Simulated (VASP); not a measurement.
Wanted: the native input for a VASP 6.6.1 run.

- Task: single point
- Functional: PBE
- Potentials or basis: VASP PAW PBE potentials, release 64 (Si)
- Cutoff: 520 eV
- k mesh: 18 × 18 × 18
- Occupations: gaussian, width 0.1 eV
- Spin: no spin polarisation
- Dipole correction: no
- Further INCAR settings: ALGO = Normal; EDIFF = 1e-07; NBANDS = 8

The structure of Si lies in POSCAR:

```
Si
1.0
    0.0000000000      1.8379705724      1.8379705724
    1.8379705724      0.0000000000      1.8379705724
    1.8379705724      1.8379705724      0.0000000000
Si
1
Direct
    0.0000000000      0.0000000000      0.0000000000
```

This cell differs from its parent crystal: strained.

These files were run (other wordings do the same):

INCAR

```
  PREC = Accurate
  ENCUT = 520
  EDIFF = 1E-7
  ISMEAR = 0
  SIGMA = 0.1
  LREAL = False
  LASPH = True
  NELM = 100
  ALGO = Normal
  ISIF = 2
  LWAVE = False
  LCHARG = False
  GGA = PE
  NBANDS = 8
```

KPOINTS

```
Automatic mesh
0
Gamma
  18 18 18
```

Potentials or basis: VASP PAW PBE potentials, release 64 (Si).

Launch:

```sh
$ cat potpaw_PBE.64/Si/POTCAR > POTCAR
$ mpirun -np 1 vasp_std > vasp.out
```

It gave:

* Pressure: 17.7 GPa
* Band gap on the k mesh: zero (band 2 reaches 24.86 eV, above the bottom of band 3 at 8.95 eV)

Caveat: the cell differs from its parent crystal (strained).

Wall time 8.3 s on 1 thread of AMD EPYC 9R45 96-Core Processor (Zen 5), with other jobs on the host, peak memory 0.1 GiB.
